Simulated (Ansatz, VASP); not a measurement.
# In2O3 in VASP and in Ansatz

```
CELL_PARAMETERS angstrom
2.73050 1.57645 4.78976
-2.73050 1.57645 4.78976
0.00000 -3.15291 4.78976
ATOMIC_POSITIONS crystal
In 0.35768 0.35768 0.35768
In 0.14232 0.14232 0.14232
In 0.64232 0.64232 0.64232
In 0.85768 0.85768 0.85768
O 0.54554 0.95446 0.25000
O 0.25000 0.54554 0.95446
O 0.95446 0.25000 0.54554
O 0.45446 0.04554 0.75000
O 0.75000 0.45446 0.04554
O 0.04554 0.75000 0.45446
```

Alike in both runs: functional LDA; k mesh 6 × 6 × 6; occupations fermi-dirac, width 0.02 eV; no spin polarisation.

Ansatz relaxed the structure, and its values are those at the end. VASP's run is a single point on that final structure, the one shown.

|  | VASP | Ansatz |
| --- | --- | --- |
| version | VASP 6.6.1 | Ansatz 0.2.0 |
| potentials or method | VASP PAW LDA potentials, release 64 (In_d, O), cutoff 520 eV | PAW plane waves |
| valence electrons in the cell | 88 | 88 |

Ansatz gave:

```
gap on the k mesh at the Fermi level (eV) : 1.29
pressure (GPa)                            : 0.0
```

Estimate VASP's values.

gap on the k mesh at the Fermi level (eV): 1.32; pressure (GPa): 0.8.

Ansatz warns that its potentials were made for another functional, while VASP's fit it. LDA's correlation is that of Perdew and Zunger in VASP and of Perdew and Wang (1992) in Ansatz.
